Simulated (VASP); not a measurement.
Wanted: the native input for a VASP 6.6.1 run.

* Task: single point
* Functional: RPBE
* Potentials or basis: VASP PAW PBE potentials, release 64 (Te)
* Cutoff: 520 eV
* k mesh: 13 × 13 × 13
* Occupations: fermi-dirac, width 0.1 eV
* Spin: no spin polarisation
* Dipole correction: no
* Further INCAR settings: ALGO = Normal; EDIFF = 1e-06; NBANDS = 9

The structure of Te lies in POSCAR:

```
Te
1.0
   -1.9916007688      1.9916007688      1.9916007688
    1.9916007688     -1.9916007688      1.9916007688
    1.9916007688      1.9916007688     -1.9916007688
Te
1
Direct
    0.0000000000      0.0000000000      0.0000000000
```

This isn't the form of Te at room conditions, which is trigonal, of chains.

One way to write it, as run:

INCAR

```
SYSTEM = Te
PREC = Accurate
ENCUT = 520
EDIFF = 1E-6
ISMEAR = -1
SIGMA = 0.1
LREAL = .FALSE.
LASPH = .TRUE.
NELM = 80
ALGO = Normal
ISIF = 2
LWAVE = .FALSE.
LCHARG = .FALSE.
GGA = RP
NBANDS = 9
```

KPOINTS

```
regular mesh
0
G
  13 13 13
  0 0 0
```

Potentials or basis: VASP PAW PBE potentials, release 64 (Te).

Launch:

```sh
$ cat potpaw_PBE.64/Te/POTCAR > POTCAR
$ mpirun -np 1 vasp_std > vasp.out
```

It gave:

| Quantity | Value |
| --- | --- |
| Pressure | -3.3 GPa |
| Band gap on the k mesh | zero (bands 3 and 4 overlap by 5.01 eV) |

Caveat: the cell stands under tension; the PAW data sets were made with another functional, which shifts forces and pressure a little; spin-orbit coupling is left out, which moves the levels of the heavy elements.

Run time: 30 s on 1 thread of Intel Xeon 8259CL (shared host), peak memory 0.17 GiB.
